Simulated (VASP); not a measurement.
Mg, 1 atom in the cell. It takes space group Fm-3m (No. 225, cubic). Conventional cell: a = 4.633 Å, b = 4.633 Å, c = 4.633 Å, α = 90.00°, β = 90.00°, γ = 90.00°. Mg (site symmetry m-3m) has 12 Mg at 3.28 Å within 4.3 Å.  This cell differs from its parent crystal: strained.

* Program: VASP 6.6.1
* Task: single point
* Functional: PBE
* Potentials or basis: VASP PAW PBE potentials, release 64 (Mg)
* Cutoff: 520 eV
* k mesh: 16 × 16 × 16
* Occupations: gaussian, width 0.1 eV
* Spin: no spin polarisation
* Dipole correction: no
* Further INCAR settings: ALGO = Normal; EDIFF = 1e-06; NBANDS = 7

Potentials or basis: VASP PAW PBE potentials, release 64 (Mg).

Launch:

```console
$ cat potpaw_PBE.64/Mg/POTCAR > POTCAR
$ mpirun -np 1 vasp_std > vasp.out
```

Hardware: 1 thread of Intel(R) Xeon(R) Platinum 8259CL CPU @ 2.50GHz (Skylake/Cascade Lake) (shared host).

Task: How long does it take, and how much memory?

Result: It took 10 s on 1 thread of Intel(R) Xeon(R) Platinum 8259CL CPU @ 2.50GHz (Skylake/Cascade Lake), on a shared host, peak memory 0.15 GiB. Counts: scf iterations 9, k points 145.
